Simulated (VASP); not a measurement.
Input of a VASP 6.6.1 run:

File INCAR:

```
SYSTEM = Yb
  PREC = Accurate
  ENCUT = 520
  EDIFF = 1E-6
  ISMEAR = -1
  SIGMA = 0.08
  LREAL = .FALSE.
  LASPH = .TRUE.
  NELM = 80
  ALGO = Normal
  ISIF = 2
  LWAVE = .FALSE.
  LCHARG = .TRUE.
  GGA = PE
  LELF = .TRUE.
  LVHAR = .TRUE.
  NBANDS = 18
```

File KPOINTS:

```
regular mesh
0
G
  14 14 14
  0 0 0
```

POSCAR

```
Yb
1.0
   -2.0184358368      2.0184358368      2.0184358368
    2.0184358368     -2.0184358368      2.0184358368
    2.0184358368      2.0184358368     -2.0184358368
Yb
1
Direct
    0.0000000000      0.0000000000      0.0000000000
```

Potentials or basis: VASP PAW PBE potentials, release 64 (Yb).

The run is started by

```console
$ cat potpaw_PBE.64/Yb/POTCAR > POTCAR
$ mpirun -np 1 vasp_std > vasp.out
```

Task: What does it give for the band gap on the k mesh?

Result: Zero (band 12 reaches 2.14 eV, above the bottom of band 13 at 1.48 eV).

Task: Predict the pressure.

Result: 0.3 GPa.

Caveat: spin-orbit coupling is left out, which moves the levels of the heavy elements. Spin polarisation is off, so any magnetic state and its effect on volume and gap are missing.
